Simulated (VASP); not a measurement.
# Al2SbP3 (R-3m) in VASP: a series of runs, part 2 of 2

VASP 6.6.1. The steps go on from the part before.

**3. Relaxation of cell and atoms, PBEsol**

This run uses another cell than the first one, of 24.35 Å³/atom.

File INCAR:

```
ALGO     = Normal         # electronic algorithm
EDIFF    = 1E-6           # SCF threshold, eV
EDIFFG   = -0.01          # ionic threshold
ENCUT    = 600            # plane-wave cutoff, eV
GGA      = PS             # functional
IBRION   = 2              # ionic algorithm
ISIF     = 3              # what is computed and relaxed
ISMEAR   = -1             # smearing method
LASPH    = T              # aspherical terms in the spheres
LCHARG   = F              # write CHGCAR
LREAL    = F              # projectors in reciprocal space
LWAVE    = F              # write WAVECAR
NELM     = 100            # most SCF steps
NSW      = 100            # ionic steps
PREC     = Accurate       # precision mode
SIGMA    = 0.03           # smearing width, eV
```

File KPOINTS:

```
k-points
0
Gamma
  4 4 4
```

File POSCAR:

```
Al2SbP3
1.0
    2.9744690600      1.7173105100      4.7672814100
   -2.9744690600      1.7173105100      4.7672814100
    0.0000000000     -3.4346210300      4.7672814100
Al Sb P
2 1 3
Direct
    0.6247839200      0.6247839200      0.6247839200
    0.3752160800      0.3752160800      0.3752160800
    0.0000000000      0.0000000000      0.0000000000
    0.0000000000      0.5000000000      0.0000000000
    0.5000000000      0.0000000000      0.0000000000
    0.0000000000      0.0000000000      0.5000000000
```

Potentials or basis: VASP PAW PBE potentials, release 64 (Al, Sb, P).

On the command line:

```bash
$ cat potpaw_PBE.64/Al/POTCAR potpaw_PBE.64/Sb/POTCAR potpaw_PBE.64/P/POTCAR > POTCAR
$ mpirun -np 1 vasp_std > vasp.out
```

OUTCAR:

```text
EDIFF = 1E-6
   EDIFFG = -0.01
   ENCUT = 600
   GGA = PS
   IBRION = 2
   ISIF = 3
   ISMEAR = -1
   LASPH = T
   LREAL = F
   NELM = 100
   NSW = 100
   PREC = Accurate

 ion  position               nearest neighbor table
   1  0.625  0.625  0.625-   3 3.49   3 3.49   3 3.49
   2  0.375  0.375  0.375-   3 3.49   3 3.49   3 3.49
   3  0.000  0.000  0.000-   4 2.94   5 2.94   4 2.94   5 2.94   6 2.94   6 2.94   2 3.49   1 3.49
                             2 3.49   1 3.49   2 3.49   1 3.49
   4  0.000  0.500  0.000-   3 2.94   3 2.94
   5  0.500  0.000  0.000-   3 2.94   3 2.94
   6  0.000  0.000  0.500-   3 2.94   3 2.94

  LATTYP: Found a trigonal (rhomboedric) cell.
 ALAT       =     5.8756781412
 COS(alpha) =     0.4874539258

  Lattice vectors:

 A1 = (   2.9744690600,   1.7173105100,   4.7672814100)
 A2 = (  -2.9744690600,   1.7173105100,   4.7672814100)
[... 557 lines left out ...]

[... ionic steps 4 to 34 ...]

--------------------------------------- Ionic step       35  -------------------------------------------

 number of electron      26.0000001 magnetization

------------------------ aborting loop because EDIFF is reached ----------------------------------------
[... 75 lines left out ...]
--------------------------------------- Ionic step       37  -------------------------------------------

 number of electron      26.0000001 magnetization

 Free energy of the ion-electron system (eV)
  ---------------------------------------------------
  ext. energy  EPLUGINS =         0.00000000
  ---------------------------------------------------
  free energy    TOTEN  =       -28.02437363 eV

  energy without entropy =      -28.01608918  energy(sigma->0) =      -28.02023140

 E-fermi :   8.1922     XC(G=0): -10.4636

 val. band max:        8.1797488882   @ k =   0.5000   0.5000   0.0000
 cond. band min:       8.2281579075   @ k =   0.2500   0.2500   0.0000
 fundamental gap:      0.0484090193
 Fermi energy:         8.1921772884

 k-point     1 :       0.0000    0.0000    0.0000
  band No.  band energies     occupation
      1      -6.7354      2.00000
      2      -0.8644      2.00000
      3      -0.2319      2.00000
      4      -0.2319      2.00000
      5       0.0081      2.00000
      6       1.9079      2.00000
[... 282 lines left out ...]
  FREE ENERGIE OF THE ION-ELECTRON SYSTEM (eV)
  ---------------------------------------------------
  free  energy   TOTEN  =       -28.0243736269 eV

  energy  without entropy=      -28.0160891797  energy(sigma->0) =      -28.02023140

 reached required accuracy - stopping structural energy minimisation
```

OSZICAR:

```text
N       E                     dE             d eps       ncg     rms          rms(c)
DAV:   1     0.915095840007E+02    0.91510E+02   -0.10423E+04   442   0.137E+03
DAV:   2    -0.163551685880E+02   -0.10786E+03   -0.10585E+03   551   0.175E+02
DAV:   3    -0.258210681802E+02   -0.94659E+01   -0.90937E+01   604   0.498E+01
DAV:   4    -0.259934561113E+02   -0.17239E+00   -0.17180E+00   554   0.769E+00
[... 286 lines left out ...]
       N       E                     dE             d eps       ncg     rms          rms(c)
DAV:   1    -0.280243837882E+02   -0.26042E-04   -0.29527E-04   484   0.945E-02    0.137E-02
DAV:   2    -0.280243756756E+02    0.81126E-05   -0.26328E-05   550   0.298E-02    0.676E-03
DAV:   3    -0.280243740601E+02    0.16155E-05   -0.73246E-06   514   0.138E-02    0.302E-03
DAV:   4    -0.280243736269E+02    0.43317E-06   -0.76943E-07   242   0.514E-03
  37 F= -.28024374E+02 E0= -.28020231E+02  d E =-.164026E-04
```

CONTCAR:

```text
Al2SbP3
   1.00000000000000
     2.5365033133463633    1.4644508683181572    4.9524153570865899
    -2.5365033133463633    1.4644508683181572    4.9524153570865899
    -0.0000000000000001   -2.9289017454210140    4.9524153571294036
  Al              Sb              P
     2     1     3
Direct
     0.5925098213791049    0.5925098213791049    0.5925098213792385
     0.4074901786208951    0.4074901786208951    0.4074901786207613
     0.0000000000000000    0.0000000000000000    0.0000000000000000
     0.0000000000000000    0.5000000000000000    0.0000000000000000
     0.5000000000000000    0.0000000000000000    0.0000000000000000
     0.0000000000000000    0.0000000000000000    0.5000000000000000

  0.00000000E+00  0.00000000E+00  0.00000000E+00
  0.00000000E+00  0.00000000E+00  0.00000000E+00
  0.00000000E+00  0.00000000E+00  0.00000000E+00
  0.00000000E+00  0.00000000E+00  0.00000000E+00
  0.00000000E+00  0.00000000E+00  0.00000000E+00
  0.00000000E+00  0.00000000E+00  0.00000000E+00
```

Wall time 15 min (1 thread of Intel Xeon Platinum 8259CL at 2.50GHz (Skylake/Cascade Lake), shared host); peak memory 0.35 GiB.

What came out:

| Quantity | Value |
| --- | --- |
| Free energy | -28.0244 eV |
| Relaxed volume | 18.40 Å³/atom |
| Relaxed cell | a = 5.754 Å, b = 5.754 Å, c = 5.754 Å, α = 52.32°, β = 52.32°, γ = 52.32° |
| Space group after relaxing (to 0.1 Å) | R-3m (No. 166) |
| Energy gained by relaxing | 382.1 meV/atom |
| Ionic steps | 37 |
| Pressure after relaxing | 0.0 GPa |
| Band gap on the k mesh | zero (bands 13 and 14 overlap by 1.72 eV) |

Forces in eV/Å, atoms in the order of the input:
```
Al   0.000  0.000  0.003
Al   0.000  0.000 -0.003
Sb   0.000  0.000  0.000
P    0.000  0.000  0.000
P    0.000  0.000  0.000
P    0.000  0.000  0.000
```

Step by step:
| step | energy change (eV) | largest force (eV/Å) | pressure (GPa) | volume (Å³) |
| --- | --- | --- | --- | --- |
| 1 | 0.0000 | 0.0295 | -11.21 | 146.11 |
| 2 | -1.8513 | 0.0825 | -2.70 | 112.85 |
| 3 | -1.9329 | 0.2345 | 0.49 | 107.00 |
| 4 | -1.9335 | 0.2499 | 1.00 | 106.30 |
| 5 | -1.9942 | 0.3177 | 1.20 | 106.57 |
| 6 | -1.9941 | 0.3648 | 1.17 | 106.63 |
| 7 | -1.9954 | 0.3383 | 1.19 | 106.60 |
| 8 | -2.0128 | 0.3326 | -0.45 | 108.85 |
| 9 | -2.0137 | 0.3350 | -0.86 | 109.49 |
| 10 | -2.0323 | 0.3356 | -0.83 | 109.47 |
| 11 | -2.0951 | 0.4443 | -0.81 | 109.41 |
| 12 | -2.1719 | 0.0612 | -0.26 | 109.29 |
| 13 | -2.1733 | 0.1121 | -0.47 | 109.32 |
| 14 | -2.1743 | 0.0514 | -0.39 | 109.31 |
| 15 | -2.1799 | 0.0211 | -0.34 | 109.27 |
| 16 | -2.1936 | 0.0818 | -0.15 | 109.17 |
| 17 | -2.2027 | 0.3475 | 0.29 | 108.96 |
| 18 | -2.2217 | 0.3125 | 0.24 | 109.00 |
| 19 | -2.2632 | 0.2015 | 0.16 | 109.09 |
| 20 | -2.2868 | 0.0198 | 0.38 | 109.21 |
| 21 | -2.2868 | 0.0263 | 0.39 | 109.21 |
| 22 | -2.2868 | 0.0389 | 0.44 | 109.22 |
| 23 | -2.2874 | 0.0399 | 0.26 | 109.47 |
| 24 | -2.2879 | 0.0415 | -0.05 | 109.94 |
| 25 | -2.2880 | 0.0392 | -0.05 | 109.96 |
| 26 | -2.2884 | 0.0326 | -0.06 | 110.02 |
| 27 | -2.2892 | 0.0185 | -0.07 | 110.14 |
| 28 | -2.2909 | 0.0122 | -0.10 | 110.38 |
| 29 | -2.2909 | 0.0819 | -0.22 | 110.86 |
| 30 | -2.2917 | 0.0419 | -0.15 | 110.59 |
| 31 | -2.2919 | 0.0398 | -0.12 | 110.58 |
| 32 | -2.2922 | 0.0336 | -0.07 | 110.54 |
| 33 | -2.2922 | 0.0303 | -0.06 | 110.52 |
| 34 | -2.2923 | 0.0207 | -0.02 | 110.44 |
| 35 | -2.2923 | 0.0018 | 0.06 | 110.29 |
| 36 | -2.2924 | 0.0085 | 0.04 | 110.34 |
| 37 | -2.2924 | 0.0026 | 0.01 | 110.38 |

Final structure:
```cif
data_structure
_symmetry_space_group_name_H-M 'P 1'
_symmetry_Int_Tables_number 1
_cell_length_a 5.7537
_cell_length_b 5.7537
_cell_length_c 5.7537
_cell_angle_alpha 52.316
_cell_angle_beta 52.316
_cell_angle_gamma 52.316
_cell_volume 110.38
loop_
_atom_site_label
_atom_site_type_symbol
_atom_site_fract_x
_atom_site_fract_y
_atom_site_fract_z
_atom_site_occupancy
Al1 Al 0.59251 0.59251 0.59251 1
Al2 Al 0.40749 0.40749 0.40749 1
Sb1 Sb 0.00000 0.00000 0.00000 1
P1 P 0.00000 0.50000 0.00000 1
P2 P 0.50000 0.00000 0.00000 1
P3 P 0.00000 0.00000 0.50000 1
```

Caveat: the volume moved by over 15 % at a fixed basis, so the end points are rough; the PAW data sets were made with another functional, which shifts forces and pressure a little; spin-orbit coupling is left out, which moves the levels of the heavy elements.

**4. Single point, r2SCAN+rVV10**

This run uses another cell than the first one, of 18.78 Å³/atom.

File POSCAR:

```
Al2SbP3
1.0
    2.4462500733      1.4123431364      5.4354093356
   -2.4462500733      1.4123431364      5.4354093356
    0.0000000000     -2.8246862786      5.4354093341
Al Sb P
2 1 3
Direct
    0.5881228548      0.5881228548      0.5881228548
    0.4118771452      0.4118771452      0.4118771452
    0.0000000000      0.0000000000      0.0000000000
    0.0000000000      0.5000000000      0.0000000000
    0.5000000000      0.0000000000      0.0000000000
    0.0000000000      0.0000000000      0.5000000000
```

File INCAR.step1:

```
SYSTEM = Al2SbP3
PREC     = Accurate       ! precision mode
ENCUT    = 520            ! plane-wave cutoff, eV
ISMEAR   = -1             ! smearing method
SIGMA    = 0.03           ! smearing width, eV
LREAL    = .FALSE.        ! projectors in reciprocal space
LASPH    = .TRUE.         ! aspherical terms in the spheres
NELM     = 60             ! most SCF steps
NBANDS   = 22             ! bands
GGA      = PE             ! functional
ALGO     = Normal         ! electronic algorithm
EDIFF    = 1E-4           ! SCF threshold, eV
LWAVE    = .TRUE.         ! write WAVECAR
LCHARG   = .FALSE.        ! write CHGCAR
```

File INCAR.step2:

```
SYSTEM = Al2SbP3
PREC     = Accurate       ! precision mode
ENCUT    = 520            ! plane-wave cutoff, eV
EDIFF    = 1E-6           ! SCF threshold, eV
ISMEAR   = -1             ! smearing method
SIGMA    = 0.03           ! smearing width, eV
LREAL    = .FALSE.        ! projectors in reciprocal space
LASPH    = .TRUE.         ! aspherical terms in the spheres
NELM     = 60             ! most SCF steps
ALGO     = Normal         ! electronic algorithm
ISIF     = 2              ! what is computed and relaxed
LWAVE    = .FALSE.        ! write WAVECAR
LCHARG   = .TRUE.         ! write CHGCAR
METAGGA  = R2SCAN         ! meta-GGA
LMIXTAU  = .TRUE.       
LUSE_VDW = .TRUE.       
IVDW_NL  = 2            
BPARAM   = 11.95        
CPARAM   = 0.0093       
LELF     = .TRUE.         ! ELF
LVHAR    = .TRUE.       
NBANDS   = 22             ! bands
ISTART   = 1
```

File KPOINTS:

```
Automatic mesh
0
G
  6 6 6
  0 0 0
```

On the command line:

```bash
$ cat potpaw_PBE.64/Al/POTCAR potpaw_PBE.64/Sb/POTCAR potpaw_PBE.64/P/POTCAR > POTCAR
$ cp INCAR.step1 INCAR
$ mpirun -np 1 vasp_std > vasp.out
$ cp INCAR.step2 INCAR
$ mpirun -np 1 vasp_std > vasp.out
```

Run time: 10 min. Hardware: 1 thread of Intel Xeon Platinum 8259CL at 2.50GHz (Skylake/Cascade Lake), shared host; peak memory 0.78 GiB.

It converged, with:

```
Free energy            : -62.3473 eV
Pressure               : -0.1 GPa
Largest force          : 0.017 eV/Å
Band gap on the k mesh : zero (bands 13 and 14 overlap by 2.13 eV)
```

Forces on the atoms (eV/Å):
```
Al   0.000  0.000 -0.017
Al   0.000  0.000  0.017
Sb   0.000  0.000  0.000
P    0.000  0.000  0.000
P    0.000  0.000  0.000
P    0.000  0.000  0.000
```

Levels at points of the mesh, in eV from the Fermi level:
| k point | band 11 | band 12 | band 13 | band 14 | band 15 | band 16 |
| --- | --- | --- | --- | --- | --- | --- |
| (0.00, 0.00, 0.00) | -2.74 | -0.35 | 0.24 | 0.24 | 0.41 | 2.00 |
| (0.50, 0.00, 0.00) | -1.41 | -1.11 | -1.00 | -0.85 | 2.14 | 2.99 |
| (0.50, 0.50, 0.00) | -1.39 | -1.29 | -1.04 | -1.02 | 0.08 | 1.28 |
| (0.50, 0.50, 0.50) | -1.69 | -1.69 | -0.86 | -0.72 | -0.72 | 2.90 |

Caveat: the PAW data sets were made with another functional, which shifts forces and pressure a little; spin-orbit coupling is left out, which moves the levels of the heavy elements.

**5. Overview**

| task | level | cell | k mesh | cutoff (eV) | gap on the mesh (eV) | pressure (GPa) |
| --- | --- | --- | --- | --- | --- | --- |
| single point | PBEsol | a = 5.753 Å, angles 52.3°, 6 atoms, atomic positions A | 4 × 4 × 4 | 520 | none | 0.1 |
| relaxation of cell and atoms | PBEsol | relaxed from a = 5.876 Å, angles 60.8°, 6 atoms, atomic positions B | 4 × 4 × 4 | 600 | none | 0.0 |
| single point | r2SCAN+rVV10 | a = 6.126 Å, angles 47.1°, 6 atoms, atomic positions C | 6 × 6 × 6 | 520 | none | -0.1 |

Alike in all rows: potentials or basis VASP PAW PBE potentials, release 64 (Al, Sb, P); no spin polarisation; smearing fermi-dirac 0.03 eV.

Caveats: some runs use coarse meshes; the PAW data sets were made with another functional, which shifts forces and pressure a little; spin-orbit coupling is left out, which moves the levels of the heavy elements; the volume moved by over 15 % at a fixed basis, so the end points are rough (at least some runs).

Absolute energies hang on the potentials; compare differences alone.

The gap in the log of VASP goes by the Fermi energy; the results here count the filled bands.